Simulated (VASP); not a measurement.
Here is a VASP 6.6.1 calculation.

INCAR

```
ALGO = Normal
EDIFF = 1E-6
ENCUT = 520
GGA = PS
ISIF = 2
ISMEAR = 0
LASPH = True
LCHARG = False
LREAL = False
LWAVE = False
NBANDS = 16
NELM = 80
PREC = Accurate
SIGMA = 0.15
```

Contents of KPOINTS:

```
k-points
0
Gamma
  16 16 16
```

File POSCAR:

```
GaSb
1.0
    0.0000000000      3.4337842613      2.4276854728
    3.4337842613      0.0000000000      2.4276854728
    3.4337842613      3.4337842613      0.0000000000
Ga Sb
1 1
Direct
    0.0000000000      0.0000000000      0.0000000000
    0.7500000000      0.7500000000      0.7500000000
```

Potentials or basis: VASP PAW PBE potentials, release 64 (Ga_d, Sb).

The run is started by

```sh
$ cat potpaw_PBE.64/Ga_d/POTCAR potpaw_PBE.64/Sb/POTCAR > POTCAR
$ mpirun -np 1 vasp_std > vasp.out
```

(1) Estimate the pressure.

(2) Predict the band gap on the k mesh.

Answers

(1) -2.0 GPa.

(2) zero (bands 9 and 10 overlap by 1.36 eV).

Caveat: the PAW data sets were made with another functional, which shifts forces and pressure a little; spin-orbit coupling is left out, which moves the levels of the heavy elements.
